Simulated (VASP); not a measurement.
Input of a VASP 6.6.1 run:

File INCAR:

```
SYSTEM = Be4Se3S
PREC = Accurate
ENCUT = 520
EDIFF = 1E-6
ISMEAR = -1
SIGMA = 0.05
LREAL = .False.
LASPH = .True.
NELM = 80
ALGO = Normal
ISIF = 2
LWAVE = .False.
LCHARG = .False.
GGA = PS
NBANDS = 26
```

The input KPOINTS:

```
regular mesh
0
Gamma
  4 3 2
  0 0 0
```

File POSCAR:

```
Be4Se3S
1.0
    2.4189980000     -2.4189980000      0.0000000000
    0.0000000000      0.0000000000      4.8379970000
   -5.2197040000     -5.2197040000      0.0000000000
Be Se S
4 3 1
Direct
    0.9749730000      0.9931980000      0.9984800000
    0.0573960000      0.0032880000      0.4812360000
    0.4363760000      0.4976490000      0.7562650000
    0.4988460000      0.4632630000      0.2516650000
    0.9859710000      0.2622630000      0.7339270000
    0.9461560000      0.2534470000      0.2252950000
    0.5043580000      0.7092140000      0.4670800000
    0.5297180000      0.7562020000      0.9940370000
```

Potentials or basis: VASP PAW PBE potentials, release 64 (Be, Se, S).

Launch:

```sh
$ cat potpaw_PBE.64/Be/POTCAR potpaw_PBE.64/Se/POTCAR potpaw_PBE.64/S/POTCAR > POTCAR
$ mpirun -np 1 vasp_std > vasp.out
```

(1) Predict the pressure.

(2) Estimate the band gap on the k mesh.

(3) Estimate the largest force.

Answers

(1) 11.0 GPa.

(2) 1.70 eV, indirect (least direct gap 1.78 eV).

(3) 4.857 eV/Å.

Caveat: the k points lie up to 0.46 Å⁻¹ apart; the PAW data sets were made with another functional, which shifts forces and pressure a little.
